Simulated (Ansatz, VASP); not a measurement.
VN2 in VASP and in Ansatz

INCAR

```
PREC = Accurate
ENCUT = 520
EDIFF = 1E-7
ISMEAR = 0
SIGMA = 0.1
LREAL = F
LASPH = T
NELM = 80
ALGO = Normal
ISIF = 2
LWAVE = F
LCHARG = F
GGA = PS
NBANDS = 32
```

Contents of KPOINTS:

```
Automatic mesh
0
Gamma
  6 6 6
```

Contents of POSCAR:

```
VN2
1.0
   -2.1507500000      2.1507500000      2.4913500000
    2.1507500000     -2.1507500000      2.4913500000
    2.1507500000      2.1507500000     -2.4913500000
V N
2 4
Direct
    0.2500000000      0.2500000000      0.0000000000
    0.7500000000      0.7500000000      0.0000000000
    0.1151000000      0.6151000000      0.7302000000
    0.6151000000      0.8849000000      0.5000000000
    0.8849000000      0.3849000000      0.2698000000
    0.3849000000      0.1151000000      0.5000000000
```

Input for Ansatz:

```yaml
crystal:
  lattice:
    - [-2.15075, 2.15075, 2.49135]
    - [2.15075, -2.15075, 2.49135]
    - [2.15075, 2.15075, -2.49135]
  atoms:
    - { symbol: V, position: [0.25, 0.25, 0.0] }
    - { symbol: V, position: [0.75, 0.75, 0.0] }
    - { symbol: "N", position: [0.1151, 0.6151, 0.7302] }
    - { symbol: "N", position: [0.6151, 0.8849, 0.5] }
    - { symbol: "N", position: [0.8849, 0.3849, 0.2698] }
    - { symbol: "N", position: [0.3849, 0.1151, 0.5] }
basis:
  ecutwfc: 420
kpoints:
  mp_grid: { grid: [6, 6, 6] }
hamiltonian:
  xc: pbesol
scf:
  occupations: { method: gaussian, width: 0.1 }
output:
  forces: true
  stress: true
  eigenvalues: true
```

Alike in both runs: task single point; functional PBEsol; k mesh 6 × 6 × 6; occupations gaussian, width 0.1 eV; no spin polarisation.

```csv
,VASP,Ansatz
version,VASP 6.6.1,Ansatz 0.2.0
potentials or method,"VASP PAW PBE potentials, release 64 (V_sv, N), cutoff 520 eV","scalar-relativistic, plane waves, PAW"
valence electrons in the cell,46,46
```

Ansatz gave:

```
gap on the k mesh at the Fermi level (eV)                     : none
pressure (GPa)                                                : -11.6
traceless stress, the component that is largest in VASP (GPa) : 1.25
rms of the force components (eV/Å)                            : 0.232
```

**Question.** Which values does VASP return?

**Answer.** gap on the k mesh at the Fermi level (eV): none; pressure (GPa): -10.9; traceless stress, the component that is largest in VASP (GPa): 0.97; rms of the force components (eV/Å): 0.194.

VASP's potentials were made for PBE, not for PBEsol. Atom by atom the forces differ by 0.038 eV/Å (rms over components). A gap of «none» marks a metal or a gap that the smearing closes. With one functional, cell and mesh, what is left measures potentials, basis and numerics.
